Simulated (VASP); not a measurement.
# Os (Fd-3m) in VASP: further runs, part 3 of 3

VASP 6.6.1. The steps go on from the part before.

## (4) Single point, PBEsol (19.16 Å³/atom)

This run uses another cell than the first one, of 19.16 Å³/atom.

INCAR

```
SYSTEM = Os
PREC = Accurate
ENCUT = 520
EDIFF = 1E-7
ISMEAR = -1
SIGMA = 0.1
LREAL = .FALSE.
LASPH = .TRUE.
NELM = 80
ALGO = Normal
ISIF = 2
LWAVE = .FALSE.
LCHARG = .FALSE.
GGA = PS
NBANDS = 15
```

KPOINTS

```
regular mesh
0
G
  11 11 11
  0 0 0
```

POSCAR

```
Os
1.0
    0.0000000000      2.6757907742      2.6757907742
    2.6757907742      0.0000000000      2.6757907742
    2.6757907742      2.6757907742      0.0000000000
Os
2
Direct
    0.1250000000      0.1250000000      0.1250000000
    0.8750000000      0.8750000000      0.8750000000
```

Potentials or basis: VASP PAW PBE potentials, release 64 (Os).

Launch:

```sh
$ cat potpaw_PBE.64/Os/POTCAR > POTCAR
$ mpirun -np 1 vasp_std > vasp.out
```

OUTCAR:

```text
SYSTEM = Os
   PREC = Accurate
   ENCUT = 520
   EDIFF = 1E-7
   ISMEAR = -1
   LREAL = .FALSE.
   LASPH = .TRUE.
   NELM = 80
   ISIF = 2
   GGA = PS

 ion  position               nearest neighbor table
   1  0.125  0.125  0.125-   2 2.32   2 2.32   2 2.32   2 2.32
   2  0.875  0.875  0.875-   1 2.32   1 2.32   1 2.32   1 2.32

  LATTYP: Found a face centered cubic cell.
 ALAT       =     5.3515815484

  Lattice vectors:

 A1 = (   0.0000000000,   2.6757907742,   2.6757907742)
 A2 = (   2.6757907742,   0.0000000000,   2.6757907742)
 A3 = (   2.6757907742,   2.6757907742,   0.0000000000)

Analysis of symmetry for initial positions (statically):
=====================================================================
 Subroutine PRICEL returns:
 Original cell was already a primitive cell.

 Routine SETGRP: Setting up the symmetry group for a
 face centered cubic supercell.

 Subroutine GETGRP returns: Found 48 space group operations
 (whereof 12 operations were pure point group operations)
 out of a pool of 48 trial point group operations.

The static configuration has the point symmetry D_3d.
 The point group associated with its full space group is O_h .

Analysis of symmetry for dynamics (positions and initial velocities):
=====================================================================
 Subroutine PRICEL returns:
 Original cell was already a primitive cell.

 Routine SETGRP: Setting up the symmetry group for a
 face centered cubic supercell.

 Subroutine GETGRP returns: Found 48 space group operations
 (whereof 12 operations were pure point group operations)
 out of a pool of 48 trial point group operations.

The dynamic configuration has the point symmetry D_3d.
 The point group associated with its full space group is O_h .

 Subroutine INISYM returns: Found 48 space group operations
 (whereof 12 operations are pure point group operations),
 and found     1 'primitive' translations

----------------------------------------------------------------------------------------

                                     Primitive cell

  volume of cell :      38.3166

  direct lattice vectors                    reciprocal lattice vectors
     0.000000000  2.675790774  2.675790774    -0.186860649  0.186860649  0.186860649
     2.675790774  0.000000000  2.675790774     0.186860649 -0.186860649  0.186860649
     2.675790774  2.675790774  0.000000000     0.186860649  0.186860649 -0.186860649

  length of vectors
     3.784139603  3.784139603  3.784139603     0.323652138  0.323652138  0.323652138

  position of ions in fractional coordinates (direct lattice)
     0.125000000  0.125000000  0.125000000
     0.875000000  0.875000000  0.875000000

  ion indices of the primitive-cell ions
   primitive index   ion index
                 1           1
                 2           2

----------------------------------------------------------------------------------------

 KPOINTS: regular mesh

Automatic generation of k-mesh.
[... 26 lines left out ...]
  0.272727  0.000000  0.000000      8.000000
  0.363636  0.000000  0.000000      8.000000
  0.454545  0.000000  0.000000      8.000000
[... 16 lines left out ...]
 -0.272727  0.181818  0.000000     24.000000
 -0.181818  0.181818  0.000000     12.000000
 [... further k-points ...]
   k-points           NKPTS =     56   k-points in BZ     NKDIM =     56   number of bands    NBANDS=     15
   number of dos      NEDOS =    301   number of ions     NIONS =      2
   total plane-waves  NPLWV =  21952
   dimension x,y,z NGX =    28 NGY =   28 NGZ =   28
   dimension x,y,z NGXF=    56 NGYF=   56 NGZF=   56
   ions per type =               2
   NGX,Y,Z   is equivalent  to a cutoff of  12.30, 12.30, 12.30 a.u.
   NGXF,Y,Z  is equivalent  to a cutoff of  24.60, 24.60, 24.60 a.u.
 SYSTEM =  Os
   PREC   = accura    normal or accurate (medium, high low for compatibility)
   ISTART =      0    job   : 0-new  1-cont  2-samecut
   ICHARG =      2    charge: 1-file 2-atom 10-const
   ISPIN  =      1    spin polarized calculation?
   LNONCOLLINEAR =      F non collinear calculations
   LSORBIT =      F    spin-orbit coupling
   LASPH  =      T    aspherical Exc in radial PAW
   ENCUT  =  520.0 eV  38.22 Ry    6.18 a.u.   7.04  7.04  7.04*2*pi/ulx,y,z
   NELM   =     80;   NELMIN=  2; NELMDL= -5     # of ELM steps
   EDIFF  = 0.1E-06   stopping-criterion for ELM
   LREAL  =      F    real-space projection
   EDIFFG = 0.1E-05   stopping-criterion for IOM
   NSW    =      0    number of steps for IOM
   IBRION =     -1    ionic relax: 0-MD 1-quasi-New 2-CG
   NFREE  =      0    steps in history (QN), initial steepest desc. (CG)
   ISIF   =      2    stress and relaxation
   ISYM   =      2    0-nonsym 1-usesym 2-fastsym
   POTIM  = 0.5000    time-step for ionic-motion
   TEBEG  =    0.0;   TEEND  =   0.0 temperature during run
   PSTRESS=    0.0 pullay stress
   NELECT =      16.0000    total number of electrons
   NUPDOWN=      -1.0000    fix difference up-down
   EMIN   =  10.00;   EMAX   =-10.00  energy-range for DOS
   EFERMI =   0.00;   METHOD = LEGACY
   ISMEAR =    -1;   SIGMA  =   0.10  broadening in eV -4-tet -1-fermi 0-gaus
   EFERMI_NEDOS =   21; number of points for ismear=-14 and -15
   IALGO  =     38    algorithm
   IMIX   =      4    mixing-type and parameters
     AMIX     =   0.40;   BMIX     =  1.00
     AMIX_MAG =   1.60;   BMIX_MAG =  1.00
  volume/ion in A,a.u.               =      19.16       129.29
  Fermi-wavevector in a.u.,A,eV,Ry     =   1.223637  2.312339 20.371840  1.497288
  Thomas-Fermi vector in A             =   2.358741
   LORBIT       =      0    0 simple, 1 ext, 2 COOP (PROOUT), +10 PAW based schemes
   GGA     = PS    functional components
   LHFCALC =     F    Hartree Fock is set to
   AEXX    =    0.0000 exact exchange contribution
   IVDW    =     0    specifies the selected vdW correction
   LEPSILON=     F    determine dielectric tensor
   LRPA    =     F    only Hartree local field effects (RPA)
 non-spin polarized calculation
  energy-cutoff  :      520.00
  volume of cell :       38.32
 maximum number of plane-waves:      1042
   NGX = 15   NGY = 15   NGZ = 15

 number of electron      15.9999999 magnetization

 Free energy of the ion-electron system (eV)
  ---------------------------------------------------
  ext. energy  EPLUGINS =         0.00000000
  ---------------------------------------------------
  free energy    TOTEN  =       -21.40399945 eV

  energy without entropy =      -21.35251524  energy(sigma->0) =      -21.37825734

 E-fermi :   5.4207     XC(G=0): -11.9556

 val. band max:        5.4200631812   @ k =   0.3636   0.0000   0.0000
 cond. band min:       5.4264618318   @ k =   0.3636   0.2727   0.0909
 fundamental gap:      0.0063986506
 Fermi energy:         5.4207357886

 k-point     1 :       0.0000    0.0000    0.0000
  band No.  band energies     occupation
      1      -2.8783      2.00000
      2       0.5740      2.00000
      3       0.5740      2.00000
      4       1.4631      2.00000
      5       1.4631      2.00000
      6       1.4631      2.00000
      7       4.8011      1.99594
      8       4.8011      1.99594
      9       4.8011      1.99594
     10       8.4855      0.00000
     11       8.4855      0.00000
     12      16.9637      0.00000
     13      17.3802      0.00000
     14      18.5304      0.00000
[... 401 lines left out ...]
      2       0.0396      2.00000
      3       0.7634      2.00000
      4       0.9965      2.00000
      5       1.6149      2.00000
      6       2.6416      2.00000
      7       3.7919      2.00000
      8       4.2097      1.99999
      9       5.5641      0.38514
     10       7.3045      0.00000
     11       8.7981      0.00000
     12      13.3788      0.00000
     13      13.9452      0.00000
     14      16.4786      0.00000
     15      17.8492      0.00000

 [... further k-points ...]

------------------------ aborting loop because EDIFF is reached ----------------------------------------

  FORCE on cell =-STRESS in cart. coord.  units (eV):
  Direction    XX          YY          ZZ          XY          YZ          ZX
  --------------------------------------------------------------------------------------
  -------------------------------------------------------------------------------------
  Total        5.0010817      5.0010817      5.0010817     -0.0000000      0.0000000     -0.0000000
  in kB      209.1163943    209.1163943    209.1163943     -0.0000000      0.0000000     -0.0000000
  external PRESSURE =     209.1163943 kB  Pullay stress =       0.0000000 kB

 VOLUME and BASIS-vectors are now :
 -----------------------------------------------------------------------------
  energy-cutoff  :      520.00
  volume of cell :       38.32
      direct lattice vectors                 reciprocal lattice vectors
     0.000000000  2.675790774  2.675790774    -0.186860649  0.186860649  0.186860649
     2.675790774  0.000000000  2.675790774     0.186860649 -0.186860649  0.186860649
     2.675790774  2.675790774  0.000000000     0.186860649  0.186860649 -0.186860649

 POSITION                                       TOTAL-FORCE (eV/Angst)
 -----------------------------------------------------------------------------------
      0.66895      0.66895      0.66895        -0.000000     -0.000000     -0.000000
      4.68263      4.68263      4.68263         0.000000      0.000000      0.000000
 -----------------------------------------------------------------------------------
    total drift:                                0.000000     -0.000000     -0.000000

  FREE ENERGIE OF THE ION-ELECTRON SYSTEM (eV)
  ---------------------------------------------------
  free  energy   TOTEN  =       -21.4039994475 eV

  energy  without entropy=      -21.3525152423  energy(sigma->0) =      -21.37825734
```

OSZICAR:

```text
N       E                     dE             d eps       ncg     rms          rms(c)
DAV:   1     0.904142562896E+02    0.90414E+02   -0.70939E+03  1680   0.984E+02
DAV:   2    -0.169602736872E+02   -0.10737E+03   -0.90909E+02  1778   0.299E+02
DAV:   3    -0.221275972534E+02   -0.51673E+01   -0.49469E+01  2135   0.573E+01
DAV:   4    -0.221745535550E+02   -0.46956E-01   -0.46901E-01  1862   0.574E+00
DAV:   5    -0.221747882103E+02   -0.23466E-03   -0.23465E-03  2128   0.405E-01    0.164E+01
DAV:   6    -0.216075631311E+02    0.56723E+00   -0.42771E-01  2016   0.497E+00    0.844E+00
DAV:   7    -0.214147354662E+02    0.19283E+00   -0.25039E-01  2044   0.366E+00    0.131E+00
DAV:   8    -0.214039373290E+02    0.10798E-01   -0.19606E-02  1764   0.119E+00    0.224E-01
DAV:   9    -0.214040106741E+02   -0.73345E-04   -0.25851E-04  1883   0.127E-01    0.367E-02
DAV:  10    -0.214039990939E+02    0.11580E-04   -0.17841E-05  2009   0.370E-02    0.456E-03
DAV:  11    -0.214039993791E+02   -0.28512E-06   -0.84915E-07  1939   0.612E-03    0.282E-03
DAV:  12    -0.214039994475E+02   -0.68439E-07   -0.61539E-08  1050   0.307E-03
   1 F= -.21403999E+02 E0= -.21378257E+02  d E =-.514842E-01
```

stdout:

```text
POSCAR found type information on POSCAR Os
 POSCAR found :  1 types and       2 ions
 scaLAPACK will be used
 -----------------------------------------------------------------------------
|                                                                             |
|                                                                             |
|     You enforced a specific xc type in the INCAR file but a different       |
|     I HOPE YOU KNOW WHAT YOU ARE DOING!                                     |
|                                                                             |
 -----------------------------------------------------------------------------

 LDA part: xc-table for (Slater+PW92), standard interpolation
 POSCAR, INCAR and KPOINTS ok, starting setup
 FFT: planning ... GRIDC
 FFT: planning ... GRID_SOFT
 FFT: planning ... GRID
 WAVECAR not read
 entering main loop
```

Wall time 46 s (1 thread of Intel Xeon 8259CL, shared host); peak memory 0.17 GiB.

What came out:

```
Free energy            : -21.4040 eV
Pressure               : 20.9 GPa
Band gap on the k mesh : zero (bands 8 and 9 overlap by 1.17 eV)
```

Levels at points of the mesh, in eV from the Fermi level:
```csv
k point,band 4,band 5,band 6,band 7,band 8,band 9,band 10,band 11,band 12,band 13
"(0.00, 0.00, 0.00)",-3.96,-3.96,-3.96,-0.62,-0.62,-0.62,3.06,3.06,11.54,11.96
```

Caveat: the cell stands under pressure; the PAW data sets were made with another functional, which shifts forces and pressure a little; spin-orbit coupling is left out, which moves the levels of the heavy elements.

## (5) Summary

```csv
cell,k mesh,gap on the mesh (eV),pressure (GPa)
"a = 3.891 Å, angles 60.0°, 2 atoms",10 × 10 × 10,none,-1.1
"a = 3.728 Å, angles 60.0°, 2 atoms",11 × 11 × 11,none,36.1
"a = 3.784 Å, angles 60.0°, 2 atoms",11 × 11 × 11,none,20.9
```

Alike in all rows: task single point; level PBEsol; potentials or basis VASP PAW PBE potentials, release 64 (Os); no spin polarisation; cutoff (eV) 520; smearing fermi-dirac 0.1 eV.

Caveats: the PAW data sets were made with another functional, which shifts forces and pressure a little; spin-orbit coupling is left out, which moves the levels of the heavy elements; the cell stands under pressure (at least some runs).

Absolute energies hang on the potentials; compare differences alone.

The gap in the log of VASP goes by the Fermi energy; the results here count the filled bands.